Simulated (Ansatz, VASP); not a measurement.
Given: the input of a run of Ansatz 0.2.0 on CdSe.

input.yaml

```yaml
crystal:
  lattice:
    - [0.0, 3.0702711986, 3.0702711986]
    - [3.0702711986, 0.0, 3.0702711986]
    - [3.0702711986, 3.0702711986, 0.0]
  atoms:
    - { symbol: Cd, position: [-0.006269, 0.000106, 0.013629] }
    - { symbol: Se, position: [0.250793, 0.2461, 0.251907] }
kpoints:
  mp_grid: { grid: [8, 8, 8] }
scf:
  occupations: { method: fermi_dirac, width: 0.1 }
hamiltonian:
  xc: pbesol
  pseudopotentials: { kind: all_electron, datasets: crystal }
magnetization:
  spin_polarized: true
  initial_magnetization: 0.0
  spin_locking: { lock_magnetization: hard }
output:
  forces: true
  stress: true
  eigenvalues: true
```

Potentials or basis: all-electron PAW datasets made for the crystal.

Launch:

```console
$ ansatz run input.yaml --threads 1 --pin off --max-ram 2560MiB --backend cpu --events-out ev --progress --plain --runs-dir out
```

Question: Translate it to VASP 6.6.1. Potentials there: VASP PAW PBE potentials, release 64 (Cd, Se).

Answer: As run (the cutoff follows the program's own potentials):

File INCAR:

```
SYSTEM = CdSe
  PREC = Accurate
  ENCUT = 520
  EDIFF = 1E-6
  ISMEAR = -1
  SIGMA = 0.1
  LREAL = .FALSE.
  LASPH = .TRUE.
  NELM = 150
  ALGO = Normal
  ISIF = 2
  LWAVE = .FALSE.
  LCHARG = .FALSE.
  ISPIN = 2
  MAGMOM = 0 0
  LORBIT = 11
  NUPDOWN = 0.0
  GGA = PS
  NBANDS = 20
```

KPOINTS

```
regular mesh
0
G
  8 8 8
  0 0 0
```

Contents of POSCAR:

```
CdSe
1.0
    0.0000000000      3.0702711986      3.0702711986
    3.0702711986      0.0000000000      3.0702711986
    3.0702711986      3.0702711986      0.0000000000
Cd Se
1 1
Direct
   -0.0062690000      0.0001060000      0.0136290000
    0.2507930000      0.2461000000      0.2519070000
```

Potentials or basis: VASP PAW PBE potentials, release 64 (Cd, Se).

The run is started by

```sh
$ cat potpaw_PBE.64/Cd/POTCAR potpaw_PBE.64/Se/POTCAR > POTCAR
$ mpirun -np 1 vasp_std > vasp.out
```

Both were run:

|  | VASP | Ansatz | Ansatz less VASP |
| --- | --- | --- | --- |
| rms of the force components (eV/Å) | 0.127 | 0.123 | -0.0037 |

VASP's potentials were made for PBE, not for PBEsol. Atom by atom the forces differ by 0.004 eV/Å (rms over components). Ansatz ran all-electron here, and VASP with PAW potentials.

Noted on Ansatz's run: the program warned that the printed levels may be off, so bands, gaps and densities of states are rough.
